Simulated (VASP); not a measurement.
# Zn4O (P3m1) in VASP: a series of runs, part 2 of 2

VASP 6.6.1. The steps go on from the part before.

### 3 Relaxation of cell and atoms, PBE

This run uses another cell than the first one, of 14.67 Å³/atom.

INCAR reads:

```
  PREC = Accurate
  ENCUT = 600
  EDIFF = 1E-7
  ISMEAR = 0
  SIGMA = 0.1
  LREAL = F
  LASPH = T
  NELM = 100
  ALGO = Normal
  ISIF = 3
  LWAVE = F
  LCHARG = F
  GGA = PE
  IBRION = 2
  NSW = 100
  EDIFFG = -0.01
```

KPOINTS reads:

```
Automatic mesh
0
Gamma
  12 12 4
```

POSCAR reads:

```
Zn4O
1.0
    3.1068428950      0.0000000000      0.0000000000
   -1.5534214475      2.6906048726      0.0000000000
    0.0000000000      0.0000000000      8.7739663477
Zn O
4 1
Direct
    0.6666666667      0.3333333333      0.0242354834
    0.0000000000      0.0000000000      0.6998439055
    0.3333333333      0.6666666667      0.4585707881
    0.0000000000      0.0000000000      0.2379202996
    0.6666666667      0.3333333333      0.8039481835
```

Potentials or basis: VASP PAW PBE potentials, release 64 (Zn, O).

Command:

```
$ cat potpaw_PBE.64/Zn/POTCAR potpaw_PBE.64/O/POTCAR > POTCAR
$ mpirun -np 1 vasp_std > vasp.out
```

OUTCAR:

```text
PREC = Accurate
   ENCUT = 600
   EDIFF = 1E-7
   ISMEAR = 0
   LREAL = F
   LASPH = T
   NELM = 100
   ISIF = 3
   GGA = PE
   IBRION = 2
   NSW = 100
   EDIFFG = -0.01

 ion  position               nearest neighbor table
   1  0.667  0.333  0.024-   5 1.93   4 2.59   4 2.59   4 2.59
   2  0.000  0.000  0.700-   5 2.01   5 2.01   5 2.01   3 2.77   3 2.77   3 2.77
   3  0.333  0.667  0.459-   4 2.64   4 2.64   4 2.64   2 2.77   2 2.77   2 2.77
   4  0.000  0.000  0.238-   1 2.59   1 2.59   1 2.59   3 2.64   3 2.64   3 2.64
   5  0.667  0.333  0.804-   1 1.93   2 2.01   2 2.01   2 2.01

  LATTYP: Found a hexagonal cell.
 ALAT       =     3.1068428950
 C/A-ratio  =     2.8240778965

  Lattice vectors:

 A1 = (   3.1068428950,   0.0000000000,   0.0000000000)
 A2 = (  -1.5534214475,   2.6906048726,   0.0000000000)
 A3 = (   0.0000000000,   0.0000000000,   8.7739663477)

Analysis of symmetry for initial positions (statically):
=====================================================================
 Subroutine PRICEL returns:
 Original cell was already a primitive cell.

 Routine SETGRP: Setting up the symmetry group for a
 hexagonal supercell.

 Subroutine GETGRP returns: Found  6 space group operations
 (whereof  6 operations were pure point group operations)
[... 284 lines left out ...]

  energy  without entropy=      -11.5309564240  energy(sigma->0) =      -11.53332424

[... ionic steps 4 to 7 ...]

--------------------------------------- Ionic step        8  -------------------------------------------

 number of electron      53.9999992 magnetization

------------------------ aborting loop because EDIFF is reached ----------------------------------------
[... 73 lines left out ...]
--------------------------------------- Ionic step       10  -------------------------------------------

 number of electron      53.9999989 magnetization

 Free energy of the ion-electron system (eV)
  ---------------------------------------------------
  ext. energy  EPLUGINS =         0.00000000
  ---------------------------------------------------
  free energy    TOTEN  =       -11.54878640 eV

  energy without entropy =      -11.54358069  energy(sigma->0) =      -11.54618355

 E-fermi :   2.5740     XC(G=0): -11.1387

 val. band max:        2.5587280867   @ k =   0.4167   0.1667   0.2500
 cond. band min:       2.6165062164   @ k =   0.2500   0.1667   0.5000
 fundamental gap:      0.0577781297
 Fermi energy:         2.5740478743

 k-point     1 :       0.0000    0.0000    0.0000
  band No.  band energies     occupation
      1     -16.5931      2.00000
      2      -6.5761      2.00000
      3      -5.9562      2.00000
      4      -5.3201      2.00000
      5      -5.1596      2.00000
      6      -5.0320      2.00000
[... 829 lines left out ...]
     31      10.8877      0.00000
     32      11.0292      0.00000

 [... further k-points ...]

------------------------ aborting loop because EDIFF is reached ----------------------------------------

  FORCE on cell =-STRESS in cart. coord.  units (eV):
  Direction    XX          YY          ZZ          XY          YZ          ZX
  --------------------------------------------------------------------------------------
  -------------------------------------------------------------------------------------
  Total       -0.0065816     -0.0065816     -0.0021864      0.0000000      0.0000000      0.0000000
  in kB       -0.1451614     -0.1451614     -0.0482229      0.0000000      0.0000000      0.0000000
  external PRESSURE =      -0.1128486 kB  Pullay stress =       0.0000000 kB
[... 20 lines left out ...]
  FREE ENERGIE OF THE ION-ELECTRON SYSTEM (eV)
  ---------------------------------------------------
  free  energy   TOTEN  =       -11.5487864018 eV

  energy  without entropy=      -11.5435806903  energy(sigma->0) =      -11.54618355

 reached required accuracy - stopping structural energy minimisation
```

OSZICAR:

```text
N       E                     dE             d eps       ncg     rms          rms(c)
DAV:   1     0.411702705862E+03    0.41170E+03   -0.29660E+04  4416   0.283E+03
[... 108 lines left out ...]
       N       E                     dE             d eps       ncg     rms          rms(c)
DAV:   1    -0.115488435087E+02   -0.71973E-04   -0.11401E-02  4528   0.763E-01    0.579E-02
DAV:   2    -0.115487926503E+02    0.50858E-04   -0.28027E-04  5216   0.272E-01    0.191E-02
DAV:   3    -0.115487882217E+02    0.44286E-05   -0.14496E-05  4984   0.658E-02    0.100E-02
DAV:   4    -0.115487864010E+02    0.18207E-05   -0.31993E-06  5104   0.554E-02    0.342E-03
DAV:   5    -0.115487864269E+02   -0.25927E-07   -0.12060E-06  5000   0.244E-02    0.125E-03
DAV:   6    -0.115487864018E+02    0.25147E-07   -0.30966E-07  3288   0.639E-03
  10 F= -.11548786E+02 E0= -.11546184E+02  d E =-.815018E-04
```

Run time: 22 min. Hardware: 1 thread of Intel Xeon Platinum 8488C (Sapphire Rapids), shared host; peak memory 0.33 GiB.

What came out:

- Free energy: -11.5488 eV
- Relaxed volume: 14.53 Å³/atom
- Relaxed cell: a = 3.045 Å, b = 3.045 Å, c = 9.047 Å, α = 90.00°, β = 90.00°, γ = 120.00°
- Space group after relaxing (to 0.1 Å): P3m1 (No. 156)
- Energy gained by relaxing: 8.5 meV/atom
- Ionic steps: 10
- Pressure after relaxing: 0.0 GPa
- Largest force after relaxing: 0.005 eV/Å
- Band gap on the k mesh: zero (bands 27 and 28 overlap by 1.11 eV)

Forces in eV/Å, atoms in the order of the input:
```
Zn   0.000  0.000 -0.005
Zn   0.000  0.000 -0.005
Zn   0.000  0.000  0.004
Zn   0.000  0.000  0.002
O    0.000  0.000  0.003
```

The path:
| step | energy change (eV) | largest force (eV/Å) | pressure (GPa) | volume (Å³) |
| --- | --- | --- | --- | --- |
| 1 | 0.0000 | 0.2409 | 0.34 | 73.34 |
| 2 | -0.0205 | 0.2719 | -0.49 | 73.66 |
| 3 | -0.0295 | 0.3782 | -1.50 | 74.09 |
| 4 | -0.0404 | 0.1440 | -0.74 | 73.22 |
| 5 | -0.0414 | 0.0717 | -0.27 | 72.80 |
| 6 | -0.0414 | 0.0789 | -0.30 | 72.86 |
| 7 | -0.0425 | 0.0301 | -0.08 | 72.73 |
| 8 | -0.0425 | 0.0329 | -0.02 | 72.69 |
| 9 | -0.0426 | 0.0146 | -0.01 | 72.66 |
| 10 | -0.0426 | 0.0049 | -0.01 | 72.64 |

Final structure:
```
Zn O
1.0
     3.04491    0.00000    0.00000
    -1.52246    2.63697    0.00000
     0.00000    0.00000    9.04718
Zn O
4 1
Direct
  0.66667 0.33333 0.01911
  0.00000 0.00000 0.69967
  0.33333 0.66667 0.46336
  0.00000 0.00000 0.23644
  0.66667 0.33333 0.80594
```

Levels at points of the mesh, in eV from the Fermi level:
```csv
k point,band 24,band 25,band 26,band 27,band 28,band 29,band 30,band 31
"(0.00, 0.00, 0.00)",-4.10,-3.81,-1.71,-1.71,2.52,3.02,8.87,11.30
"(0.50, 0.00, 0.00)",-3.09,-2.84,-2.55,-1.84,-0.14,1.63,2.23,4.98
"(0.00, 0.00, 0.50)",-5.63,-1.76,-1.71,-1.71,0.27,5.69,6.55,11.44
"(0.50, 0.00, 0.50)",-3.13,-2.81,-2.55,-1.39,-0.52,0.78,3.55,4.91
```

### 4 Single point, PBE

This run uses another cell than the first one: it holds 10 atoms, not 5.

INCAR reads:

```
SYSTEM = Zn4O
PREC = Accurate
ENCUT = 520
EDIFF = 1E-6
ISMEAR = 0
SIGMA = 0.2
LREAL = .FALSE.
LASPH = .TRUE.
NELM = 60
ALGO = Normal
ISIF = 2
LWAVE = .FALSE.
LCHARG = .TRUE.
GGA = PE
LELF = .TRUE.
LVHAR = .TRUE.
NBANDS = 65
```

KPOINTS reads:

```
Automatic mesh
0
G
  8 4 4
  0 0 0
```

POSCAR reads:

```
Zn4O
1.0
    1.5198509396     -2.6324590472      0.0000000000
   -4.5595528187     -2.6324590472      0.0000000000
    0.0000000000      0.0000000000     -9.0370511697
Zn O
8 2
Direct
    1.0000000000      0.6666666667      0.9812107127
    0.5000000000      0.1666666667      0.9812107127
    0.5000000000      0.5000000000      0.3000447593
    1.0000000000      0.0000000000      0.3000447593
    0.5000000000      0.8333333333      0.5366038764
    1.0000000000      0.3333333333      0.5366038764
    0.5000000000      0.5000000000      0.7636897596
    0.0000000000      1.0000000000      0.7636897596
    1.0000000000      0.6666666667      0.1939322319
    0.5000000000      0.1666666667      0.1939322319
```

Command:

```
$ cat potpaw_PBE.64/Zn/POTCAR potpaw_PBE.64/O/POTCAR > POTCAR
$ mpirun -np 1 vasp_std > vasp.out
```

Wall time 8.6 min (1 thread of Intel Xeon Platinum 8488C (Sapphire Rapids), shared host); peak memory 0.46 GiB.

The run converged. Its results:

* Free energy: -23.0929 eV
* Pressure: 0.6 GPa
* Largest force: 0.088 eV/Å
* Band gap on the k mesh: zero (bands 54 and 55 overlap by 1.09 eV)

Forces in eV/Å, atoms in the order of the input:
```
Zn   0.013  0.007  0.048
Zn   0.013  0.007  0.048
Zn   0.003  0.002 -0.072
Zn   0.003  0.002 -0.072
Zn   0.000  0.000  0.088
Zn   0.000  0.000  0.088
Zn  -0.010 -0.006 -0.061
Zn  -0.010 -0.006 -0.061
O   -0.006 -0.003 -0.004
O   -0.006 -0.003 -0.004
```

Stress tensor (GPa, compression positive):
```
0.63 0.44 0.08
0.44 0.13 0.04
0.08 0.04 1.05
```

Levels at points of the mesh, in eV from the Fermi level:
```tsv
k point	band 50	band 51	band 52	band 53	band 54	band 55	band 56	band 57	band 58	band 59
(0.00, 0.00, 0.00)	-2.91	-2.62	-1.90	-1.77	-1.77	-0.19	1.58	2.18	2.47	2.98
(0.50, 0.00, 0.00)	-3.42	-2.00	-2.00	0.51	0.51	0.92	0.92	1.33	1.33	2.68
(0.00, 0.50, 0.00)	-3.14	-2.18	-2.18	-2.09	-2.09	2.96	2.96	3.87	3.87	4.86
(0.50, 0.50, 0.00)	-2.91	-2.62	-2.62	-1.90	-1.90	-0.19	-0.19	1.58	1.58	2.18
(0.00, 0.00, 0.50)	-2.61	-1.83	-1.77	-1.77	-1.44	-0.56	0.22	0.72	3.50	4.87
(0.50, 0.00, 0.50)	-3.50	-2.21	-2.21	0.49	0.49	0.92	0.92	1.30	1.30	3.01
(0.00, 0.50, 0.50)	-3.45	-2.18	-2.18	-0.84	-0.84	1.72	1.72	3.76	3.76	5.59
(0.50, 0.50, 0.50)	-2.89	-2.61	-2.61	-1.44	-1.44	-0.56	-0.56	0.72	0.72	3.50
```

### 5 Single point, PBE

INCAR reads:

```
SYSTEM = Zn4O
ALGO = Normal
EDIFF = 1E-6
ENCUT = 910
GGA = PE
GGA_COMPAT = .FALSE.
ISIF = 2
ISMEAR = 0
LASPH = .TRUE.
LCHARG = .TRUE.
LELF = .TRUE.
LREAL = .FALSE.
LVHAR = .TRUE.
LWAVE = .FALSE.
NBANDS = 35
NELM = 120
PREC = Accurate
SIGMA = 0.1
```

KPOINTS reads:

```
k-points
0
G
  12 12 4
  0 0 0
```

POSCAR reads:

```
Zn4O
1.0
    3.0397018791      0.0000000000      0.0000000000
   -1.5198509396      2.6324590472      0.0000000000
    0.0000000000      0.0000000000      9.0370511697
Zn O
4 1
Direct
    0.6666666667      0.3333333333      0.0187892873
    0.0000000000      0.0000000000      0.6999552407
    0.3333333333      0.6666666667      0.4633961236
    0.0000000000      0.0000000000      0.2363102404
    0.6666666667      0.3333333333      0.8060677681
```

Potentials or basis: VASP PAW PBE potentials, release 64 (Zn, O_h).

Command:

```
$ cat potpaw_PBE.64/Zn/POTCAR potpaw_PBE.64/O_h/POTCAR > POTCAR
$ mpirun -np 1 vasp_std > vasp.out
```

Wall time 3.7 min (1 thread of Intel Xeon 6975P-C (Granite Rapids), shared host); peak memory 0.48 GiB.

The run converged. Its results:

| Item | Value |
| --- | --- |
| Free energy | -11.5517 eV |
| Pressure | 0.5 GPa |
| Largest force | 0.063 eV/Å |
| Band gap on the k mesh | zero (bands 27 and 28 overlap by 1.10 eV) |

Forces on the atoms (eV/Å):
```
Zn   0.000  0.000  0.061
Zn   0.000  0.000 -0.063
Zn   0.000  0.000  0.005
Zn   0.000  0.000  0.003
O    0.000  0.000 -0.006
```

Stress tensor (GPa, compression positive):
```
0.37 0.00 0.00
0.00 0.37 0.00
0.00 0.00 0.62
```

Levels at points of the mesh, in eV from the Fermi level:
| k point | band 23 | band 24 | band 25 | band 26 | band 27 | band 28 | band 29 | band 30 | band 31 | band 32 |
| --- | --- | --- | --- | --- | --- | --- | --- | --- | --- | --- |
| (0.00, 0.00, 0.00) | -6.36 | -4.11 | -3.83 | -1.73 | -1.73 | 2.52 | 3.03 | 8.88 | 11.31 | 11.49 |
| (0.50, 0.00, 0.00) | -4.18 | -3.10 | -2.84 | -2.58 | -1.85 | -0.14 | 1.63 | 2.24 | 4.99 | 6.53 |
| (0.00, 0.00, 0.50) | -6.36 | -5.65 | -1.78 | -1.73 | -1.73 | 0.27 | 5.70 | 6.55 | 11.49 | 11.49 |
| (0.50, 0.00, 0.50) | -4.22 | -3.13 | -2.82 | -2.57 | -1.39 | -0.51 | 0.78 | 3.56 | 4.92 | 5.86 |

Caveat: the cutoff is under 1.25 times the usual one of these potentials, so pressure, stress and relaxed cells hold a basis-set (Pulay) error.

### 6 Summary

```csv
task,potentials or basis,cell,k mesh,cutoff (eV),smearing,gap on the mesh (eV),pressure (GPa),largest force (eV/Å)
single point,"VASP PAW PBE potentials, release 64 (Zn, O_h)","a = 3.040, b = 3.040, c = 9.037 Å, angles 90.0, 90.0, 120.0°, 5 atoms, atomic positions A",12 × 12 × 4,910,gaussian 0.1 eV,none,0.5,0.06
relaxation of cell and atoms,"VASP PAW PBE potentials, release 64 (Zn, O)","relaxed from a = 3.107, b = 3.107, c = 8.774 Å, angles 90.0, 90.0, 120.0°, 5 atoms, atomic positions B",12 × 12 × 4,600,gaussian 0.1 eV,none,0.0,-
single point,"VASP PAW PBE potentials, release 64 (Zn, O)","a = 3.040, b = 5.265, c = 9.037 Å, 10 atoms, atomic positions C",8 × 4 × 4,520,gaussian 0.2 eV,none,0.6,0.09
```

Alike in all rows: level PBE; no spin polarisation.

Caveats: the cutoff is under 1.25 times the usual one of these potentials, so pressure, stress and relaxed cells hold a basis-set (Pulay) error (at least some runs).

Total energies depend on the potentials used, so only differences within one code and one set of settings carry meaning.
